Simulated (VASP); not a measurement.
Here is a VASP 6.6.1 calculation.

Contents of INCAR:

```
ALGO = Normal
EDIFF = 1E-7
ENCUT = 520
GGA = PE
ISIF = 2
ISMEAR = 0
LASPH = True
LCHARG = True
LELF = True
LREAL = False
LVHAR = True
LWAVE = False
NBANDS = 25
NELM = 100
PREC = Accurate
SIGMA = 0.1
```

Contents of KPOINTS:

```
k-points
0
Gamma
  6 6 6
```

POSCAR

```
ScAl2Sb2As
1.0
    2.5217052700      1.4559072200      5.9377130700
   -2.5217052700      1.4559072200      5.9377130700
    0.0000000000     -2.9118144400      5.9377130700
Sc Al Sb As
1 2 2 1
Direct
    0.5000000000      0.5000000000      0.5000000000
    0.7150922400      0.7150922400      0.7150922400
    0.2849077600      0.2849077600      0.2849077600
    0.8417466300      0.8417466300      0.8417466300
    0.1582533700      0.1582533700      0.1582533700
    0.0000000000      0.0000000000      0.0000000000
```

Potentials or basis: VASP PAW PBE potentials, release 64 (Sc_sv, Al, Sb, As).

The run is started by

```console
$ cat potpaw_PBE.64/Sc_sv/POTCAR potpaw_PBE.64/Al/POTCAR potpaw_PBE.64/Sb/POTCAR potpaw_PBE.64/As/POTCAR > POTCAR
$ mpirun -np 1 vasp_std > vasp.out
```

(1) What does it give for the band gap on the k mesh?

(2) What does it give for the pressure?

Answers

(1) zero (band 16 reaches 8.12 eV, above the bottom of band 17 at 6.04 eV).

(2) 16.3 GPa.

Caveat: spin-orbit coupling is left out, which moves the levels of the heavy elements; forces of over 1 eV/Å act on the atoms, so gaps and moduli don't describe the material at rest.
